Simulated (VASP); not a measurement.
# Sb in VASP: single point with PBE+D3(BJ)

Aim: the single point of Sb with PBE+D3(BJ).

All numbers are computed with VASP 6.6.1; they aren't measurements. Logs are shortened: lines on timing, memory, paths and dates and some standing lists are left out, and cuts for length are marked.

## Step 1: The cell of the first run

The cell holds a sheet with vacuum, 2 atoms: a = 4.069 Å, b = 4.069 Å, c = 27.100 Å, α = 90.00°, β = 90.00°, γ = 120.00°.

## Step 2: Single point, PBE+D3(BJ)

The input, INCAR:

```
PREC = Accurate
ENCUT = 400
EDIFF = 1E-6
ISMEAR = 0
SIGMA = 0.03
LREAL = F
LASPH = T
NELM = 120
ALGO = Normal
ISIF = 2
LWAVE = F
LCHARG = F
LDIPOL = T
IDIPOL = 3
DIPOL = 0.5 0.5 0.289
GGA = PE
IVDW = 12
NBANDS = 12
GGA_COMPAT = F
NELMDL = -8
```

The input, KPOINTS:

```
regular mesh
0
Gamma
  12 12 1
```

The input, POSCAR:

```
Sb
1.0
    4.0685005372      0.0000000000      0.0000000000
   -2.0342502686      3.5234248206      0.0000000000
    0.0000000000      0.0000000000     27.1000000030
Sb
2
Direct
    0.3333333333      0.6666666667      0.2583030261
    0.6666666667      0.3333333333      0.3191877487
```

Potentials or basis: VASP PAW PBE potentials, release 64 (Sb).

Run with:

```bash
$ cat potpaw_PBE.64/Sb/POTCAR > POTCAR
$ mpirun -np 1 vasp_std > vasp.out
```

OUTCAR:

```text
PREC = Accurate
   ENCUT = 400
   EDIFF = 1E-6
   ISMEAR = 0
   LREAL = F
   LASPH = T
   NELM = 120
   ISIF = 2
   GGA = PE
   IVDW = 12
   NELMDL = -8
 IVDW          = 12

 ion  position               nearest neighbor table
   1  0.333  0.667  0.258-   2 2.87   2 2.87   2 2.87
   2  0.667  0.333  0.319-   1 2.87   1 2.87   1 2.87

  LATTYP: Found a hexagonal cell.
 ALAT       =     4.0685005372
 C/A-ratio  =     6.6609306685

  Lattice vectors:

 A1 = (   4.0685005372,   0.0000000000,   0.0000000000)
 A2 = (  -2.0342502686,   3.5234248206,   0.0000000000)
 A3 = (   0.0000000000,   0.0000000000,  27.1000000030)

Analysis of symmetry for initial positions (statically):
=====================================================================
 Subroutine PRICEL returns:
 Original cell was already a primitive cell.

 Routine SETGRP: Setting up the symmetry group for a
 hexagonal supercell.

 Subroutine GETGRP returns: Found 12 space group operations
 (whereof  6 operations were pure point group operations)
 out of a pool of 24 trial point group operations.

The static configuration has the point symmetry C_3v.
 The point group associated with its full space group is D_3d.

Analysis of symmetry for dynamics (positions and initial velocities):
=====================================================================
 Subroutine PRICEL returns:
 Original cell was already a primitive cell.

 Routine SETGRP: Setting up the symmetry group for a
 hexagonal supercell.

 Subroutine GETGRP returns: Found 12 space group operations
 (whereof  6 operations were pure point group operations)
 out of a pool of 24 trial point group operations.

The dynamic configuration has the point symmetry C_3v.
 The point group associated with its full space group is D_3d.

 Subroutine INISYM returns: Found 12 space group operations
 (whereof  6 operations are pure point group operations),
 and found     1 'primitive' translations

----------------------------------------------------------------------------------------

                                     Primitive cell

  volume of cell :     388.4800

  direct lattice vectors                    reciprocal lattice vectors
     4.068500537  0.000000000  0.000000000     0.245790800  0.141907384  0.000000000
    -2.034250269  3.523424821  0.000000000     0.000000000  0.283814769  0.000000000
     0.000000000  0.000000000 27.100000003     0.000000000  0.000000000  0.036900369

  length of vectors
     4.068500537  4.068500537 27.100000003     0.283814769  0.283814769  0.036900369

  position of ions in fractional coordinates (direct lattice)
     0.333333333  0.666666667  0.258303026
     0.666666667  0.333333333  0.319187749

  ion indices of the primitive-cell ions
   primitive index   ion index
                 1           1
                 2           2

----------------------------------------------------------------------------------------

 KPOINTS: regular mesh

Automatic generation of k-mesh.
 Grid dimensions read from file:
 generate k-points for:   12   12    1

 Generating k-lattice:

  Cartesian coordinates                     Fractional coordinates (reciprocal lattice)
     0.020482567  0.011825615  0.000000000     0.083333333  0.000000000  0.000000000
     0.000000000  0.023651231  0.000000000     0.000000000  0.083333333  0.000000000
     0.000000000  0.000000000  0.036900369     0.000000000  0.000000000  1.000000000

  Length of vectors
     0.023651231  0.023651231  0.036900369

  Shift w.r.t. Gamma in fractional coordinates (k-lattice)
     0.000000000  0.000000000  0.000000000

 Subroutine IBZKPT returns following result:
 ===========================================

 Found     19 irreducible k-points:

 Following reciprocal coordinates:
            Coordinates               Weight
  0.000000  0.000000  0.000000      1.000000
  0.083333 -0.000000  0.000000      6.000000
  0.166667 -0.000000  0.000000      6.000000
  0.250000 -0.000000  0.000000      6.000000
  0.333333 -0.000000  0.000000      6.000000
  0.416667 -0.000000  0.000000      6.000000
[... 11 lines left out ...]
  0.333333  0.250000  0.000000     12.000000
  0.333333  0.333333  0.000000      2.000000
   k-points           NKPTS =     19   k-points in BZ     NKDIM =     19   number of bands    NBANDS=     12
   number of dos      NEDOS =    301   number of ions     NIONS =      2
   total plane-waves  NPLWV = 141120
   dimension x,y,z NGX =    28 NGY =   28 NGZ =  180
   dimension x,y,z NGXF=    56 NGYF=   56 NGZF=  360
   ions per type =               2
   NGX,Y,Z   is equivalent  to a cutoff of  11.44, 11.44, 11.04 a.u.
   NGXF,Y,Z  is equivalent  to a cutoff of  22.88, 22.88, 22.08 a.u.
 SYSTEM =  unknown system
   PREC   = accura    normal or accurate (medium, high low for compatibility)
   ISTART =      0    job   : 0-new  1-cont  2-samecut
   ICHARG =      2    charge: 1-file 2-atom 10-const
   ISPIN  =      1    spin polarized calculation?
   LNONCOLLINEAR =      F non collinear calculations
   LSORBIT =      F    spin-orbit coupling
   LASPH  =      T    aspherical Exc in radial PAW
   ENCUT  =  400.0 eV  29.40 Ry    5.42 a.u.   6.63  6.63 44.19*2*pi/ulx,y,z
   NELM   =    120;   NELMIN=  2; NELMDL= -8     # of ELM steps
   EDIFF  = 0.1E-05   stopping-criterion for ELM
   LREAL  =      F    real-space projection
   EDIFFG = 0.1E-04   stopping-criterion for IOM
   NSW    =      0    number of steps for IOM
   IBRION =     -1    ionic relax: 0-MD 1-quasi-New 2-CG
   NFREE  =      0    steps in history (QN), initial steepest desc. (CG)
   ISIF   =      2    stress and relaxation
   ISYM   =      2    0-nonsym 1-usesym 2-fastsym
   POTIM  = 0.5000    time-step for ionic-motion
   TEBEG  =    0.0;   TEEND  =   0.0 temperature during run
   PSTRESS=    0.0 pullay stress
   NELECT =      10.0000    total number of electrons
   NUPDOWN=      -1.0000    fix difference up-down
   EMIN   =  10.00;   EMAX   =-10.00  energy-range for DOS
   EFERMI =   0.00;   METHOD = LEGACY
   ISMEAR =     0;   SIGMA  =   0.03  broadening in eV -4-tet -1-fermi 0-gaus
   EFERMI_NEDOS =   21; number of points for ismear=-14 and -15
   IALGO  =     38    algorithm
   IMIX   =      4    mixing-type and parameters
     AMIX     =   0.40;   BMIX     =  1.00
     AMIX_MAG =   1.60;   BMIX_MAG =  1.00
  volume/ion in A,a.u.               =     194.24      1310.80
  Fermi-wavevector in a.u.,A,eV,Ry     =   0.483376  0.913449  3.179036  0.233653
  Thomas-Fermi vector in A             =   1.482506
   LORBIT       =      0    0 simple, 1 ext, 2 COOP (PROOUT), +10 PAW based schemes
   GGA     = PE    functional components
   LHFCALC =     F    Hartree Fock is set to
   AEXX    =    0.0000 exact exchange contribution
   IVDW    =    12    specifies the selected vdW correction
   LEPSILON=     F    determine dielectric tensor
   LRPA    =     F    only Hartree local field effects (RPA)
 non-spin polarized calculation
 Gauss-broadening in eV      SIGMA  =   0.03
  energy-cutoff  :      400.00
  volume of cell :      388.48
 maximum number of plane-waves:      7125
 NGX is ok and might be reduce to    28
   NGX = 13   NGY = 13   NGZ = 89

 dipolmoment           0.000000      0.000000      0.000001 electrons x Angstroem

 number of electron      10.0000000 magnetization

 dipolmoment           0.000000      0.000000     -0.000000 electrons x Angstroem

 Free energy of the ion-electron system (eV)
  ---------------------------------------------------
  ext. energy  EPLUGINS =         0.00000000
  ---------------------------------------------------
  free energy    TOTEN  =        -8.10045045 eV

  energy without entropy =       -8.10045045  energy(sigma->0) =       -8.10045045

 E-fermi :  -2.8347     XC(G=0):  -2.0127

 val. band max:       -2.9640682589   @ k =   0.0000   0.0000   0.0000
 cond. band min:      -1.7763538842   @ k =   0.3333  -0.0000   0.0000
 fundamental gap:      1.1877143747
 Fermi energy:        -2.8347499282

 k-point     1 :       0.0000    0.0000    0.0000
  band No.  band energies     occupation
      1     -14.4602      2.00000
      2      -9.3911      2.00000
      3      -3.7289      2.00000
      4      -2.9641      2.00000
      5      -2.9641      2.00000
      6      -1.3269      0.00000
      7      -0.1653      0.00000
      8      -0.1653      0.00000
      9       1.2221      0.00000
     10       1.4941      0.00000
     11       1.9360      0.00000
     12       2.2248      0.00000

 k-point     2 :       0.0833   -0.0000    0.0000
  band No.  band energies     occupation
      1     -14.3839      2.00000
      2      -9.3821      2.00000
      3      -3.7190      2.00000
      4      -3.6915      2.00000
      5      -3.1430      2.00000
      6      -0.8446      0.00000
      7      -0.2474      0.00000
      8       0.0043      0.00000
      9       1.3295      0.00000
     10       1.5796      0.00000
     11       2.0192      0.00000
     12       2.3113      0.00000

 k-point     3 :       0.1667   -0.0000    0.0000
  band No.  band energies     occupation
      1     -14.1573      2.00000
      2      -9.3897      2.00000
      3      -4.8404      2.00000
      4      -3.6130      2.00000
      5      -3.5379      2.00000
      6      -1.2128      0.00000
      7       0.3268      0.00000
      8       0.3602      0.00000
      9       1.5824      0.00000
     10       1.8347      0.00000
     11       2.2615      0.00000
     12       2.5577      0.00000
[... 211 lines left out ...]
 k-point    18 :       0.3333    0.2500    0.0000
  band No.  band energies     occupation
      1     -12.0621      2.00000
      2     -11.0638      2.00000
      3      -6.4706      2.00000
      4      -5.2441      2.00000
      5      -4.5267      2.00000
      6      -1.3991      0.00000
      7       0.1683      0.00000
      8       0.6911      0.00000
      9       3.2754      0.00000
     10       3.7966      0.00000
     11       4.0756      0.00000
     12       4.5155      0.00000

 k-point    19 :       0.3333    0.3333    0.0000
  band No.  band energies     occupation
      1     -11.5503      2.00000
      2     -11.5503      2.00000
      3      -6.6487      2.00000
      4      -4.8763      2.00000
      5      -4.8763      2.00000
      6      -1.6079      0.00000
      7       0.5577      0.00000
      8       0.5577      0.00000
      9       3.5643      0.00000
     10       4.3581      0.00000
     11       4.3581      0.00000
     12       4.8152      0.00000

------------------------ aborting loop because EDIFF is reached ----------------------------------------

 vacuum level on the upper side and lower side of the slab       (xc-potential included)        -0.007        -0.007

 Edisp (eV)   -0.47323

 E8    (eV) :    -0.2355

  FORCE on cell =-STRESS in cart. coord.  units (eV):
  Direction    XX          YY          ZZ          XY          YZ          ZX
  --------------------------------------------------------------------------------------
  -------------------------------------------------------------------------------------
  Total       0.02145     0.02145     0.14379     0.00000     0.00000     0.00000
  in kB       0.08848     0.08848     0.59302     0.00000     0.00000     0.00000
  external pressure =        0.26 kB  Pullay stress =        0.00 kB

 VOLUME and BASIS-vectors are now :
 -----------------------------------------------------------------------------
  energy-cutoff  :      400.00
  volume of cell :      388.48
      direct lattice vectors                 reciprocal lattice vectors
     4.068500537  0.000000000  0.000000000     0.245790800  0.141907384  0.000000000
    -2.034250269  3.523424821  0.000000000     0.000000000  0.283814769  0.000000000
     0.000000000  0.000000000 27.100000003     0.000000000  0.000000000  0.036900369

 POSITION                                       TOTAL-FORCE (eV/Angst)
 -----------------------------------------------------------------------------------
     -0.00000      2.34895      7.00001         0.000000      0.000000     -0.090767
      2.03425      1.17447      8.64999         0.000000     -0.000000      0.090767
 -----------------------------------------------------------------------------------
    total drift:                                0.000000     -0.000000     -0.000003

  FREE ENERGIE OF THE ION-ELECTRON SYSTEM (eV)
  ---------------------------------------------------
  free  energy   TOTEN  =        -8.5736823941 eV

  energy  without entropy=       -8.5736823941  energy(sigma->0) =       -8.57368239

 vacuum level on the upper side and lower side of the slab         1.763         1.763
```

It took 2.5 min on 1 thread of AMD EPYC 7R13, shared host; peak memory 0.32 GiB.

What came out:

- Free energy: -8.5737 eV
- Largest force: 0.091 eV/Å
- Band gap on the k mesh: 1.19 eV, indirect (least direct gap 1.64 eV)
- Dispersion energy per atom: -0.237 eV

Forces on the atoms (eV/Å):
```
Sb   0.000  0.000 -0.091
Sb   0.000  0.000  0.091
```

Caveat: spin-orbit coupling is left out, which moves the levels of the heavy elements.
